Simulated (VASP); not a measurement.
**PtS2: single point with LDA**

The system is PtS2.

```
Pt S
1.0
     3.36604    0.00000    0.00000
    -1.68302    2.91508    0.00000
     0.00000    0.00000    5.29074
Pt S
1 2
Direct
  0.00000 0.00000 0.00000
  0.33333 0.66667 0.25000
  0.66667 0.33333 0.75000
```

This cell differs from its parent crystal: strain -0.050 along x and y, +0.050 along z.

```
Program             : VASP 6.6.1
Task                : single point
Functional          : LDA
Potentials or basis : VASP PAW LDA potentials, release 64 (Pt, S)
Cutoff              : 520 eV
k mesh              : 12 × 12 × 8
Occupations         : gaussian, width 0.05 eV
Spin                : no spin polarisation
```

```json
{"Pressure": "6.2 GPa", "Largest force": "0.257 eV/Å", "Band gap on the k mesh": "0.67 eV, indirect (least direct gap 0.87 eV)"}
```

Forces on the atoms (eV/Å):
```
Pt   0.000  0.000  0.000
S    0.000  0.000 -0.257
S    0.000  0.000  0.257
```

Stress tensor (GPa, compression positive):
```
10.46  0.00  0.00
 0.00 10.46  0.00
 0.00  0.00 -2.20
```

Levels at points of the mesh, in eV from the valence-band top:
```csv
k point,band 8,band 9,band 10,band 11,band 12,band 13,band 14,band 15
"(0.00, 0.00, 0.00)",-2.53,-0.69,-0.69,-0.19,2.28,2.28,5.02,5.87
"(0.50, 0.00, 0.00)",-3.02,-2.85,-2.75,-2.19,1.61,2.73,5.69,6.14
"(0.00, 0.00, 0.50)",-3.21,-1.18,-0.93,-0.93,2.82,2.82,5.66,7.54
"(0.50, 0.00, 0.50)",-2.86,-2.33,-2.31,-1.71,1.81,2.80,4.77,4.96
```

It took 86 s on 1 thread of Intel(R) Xeon(R) Platinum 8259CL CPU @ 2.50GHz (Skylake/Cascade Lake), with other jobs on the host, peak memory 0.24 GiB.

Caveat: the cell differs from its parent crystal (strain -0.050 along x and y, +0.050 along z); spin-orbit coupling is left out, which moves the levels of the heavy elements. A k mesh can miss the band edges.
